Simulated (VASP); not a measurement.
# Os: single point with PBEsol

The system is Os.

```
Os
1.0
     0.00000    1.88339    1.88339
     1.88339    0.00000    1.88339
     1.88339    1.88339    0.00000
Os
1
Direct
  0.00000 0.00000 0.00000
```

This isn't the form of Os at room conditions, which is hcp.

```yaml
Program: VASP 6.6.1
Task: single point
Functional: PBEsol
Potentials_or_basis: VASP PAW PBE potentials, release 64 (Os)
Cutoff: 600 eV
k_mesh: 19 × 19 × 19
Occupations: fermi-dirac, width 0.1 eV
Spin: no spin polarisation
```

```
Pressure               : 21.4 GPa
Band gap on the k mesh : zero (bands 4 and 5 overlap by 4.13 eV)
```

Levels at points of the mesh, in eV from the Fermi level:
```tsv
k point	band 1	band 2	band 3	band 4	band 5	band 6	band 7	band 8	band 9
(0.00, 0.00, 0.00)	-11.33	-3.26	-3.26	-3.26	0.04	0.04	14.20	20.29	20.29
```

Run time: 28 s on 1 thread of AMD EPYC 7R13 Processor (Zen 3), with other jobs on the host, peak memory 0.14 GiB.

Caveat: the cell stands under pressure; the PAW data sets were made with another functional, which shifts forces and pressure a little; spin-orbit coupling is left out, which moves the levels of the heavy elements.
